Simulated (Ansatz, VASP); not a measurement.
## W: VASP beside Ansatz

Contents of INCAR:

```
ALGO = Normal
EDIFF = 1E-6
ENCUT = 520
GGA = PE
ISIF = 2
ISMEAR = -1
LASPH = T
LCHARG = T
LELF = T
LREAL = F
LVHAR = T
LWAVE = F
NBANDS = 13
NELM = 80
PREC = Accurate
SIGMA = 0.08
```

File KPOINTS:

```
k-points
0
Gamma
  14 14 14
```

POSCAR

```
W
1.0
   -1.5649702701      1.5649702701      1.5649702701
    1.5649702701     -1.5649702701      1.5649702701
    1.5649702701      1.5649702701     -1.5649702701
W
1
Direct
    0.0000000000      0.0000000000      0.0000000000
```

Input for Ansatz:

```yaml
crystal:
  lattice:
    - [-1.5649702701, 1.5649702701, 1.5649702701]
    - [1.5649702701, -1.5649702701, 1.5649702701]
    - [1.5649702701, 1.5649702701, -1.5649702701]
  atoms:
    - { symbol: W, position: [0.0, 0.0, 0.0] }
kpoints:
  mp_grid: { grid: [14, 14, 14] }
scf:
  occupations: { method: fermi_dirac, width: 0.08 }
hamiltonian:
  xc: pbe
  pseudopotentials: { kind: all_electron, lapw: { basis_error: 0.001 } }
output:
  forces: true
  stress: true
  eigenvalues: true
```

Change from the starting cell: volume scaled by 0.9405.

Alike in both runs: task single point; functional PBE; k mesh 14 × 14 × 14; occupations fermi-dirac, width 0.08 eV; no spin polarisation.

|  | VASP | Ansatz |
| --- | --- | --- |
| version | VASP 6.6.1 | Ansatz 0.2.0 |
| potentials or method | VASP PAW PBE potentials, release 64 (W_sv), cutoff 520 eV | all-electron LAPW, scalar-relativistic |

|  | VASP | Ansatz | Ansatz less VASP |
| --- | --- | --- | --- |
| pressure (GPa) | 18.1 | 17.4 | -0.71 |

Ansatz ran all-electron here, and VASP with PAW potentials.

Neither program's run includes spin-orbit coupling.
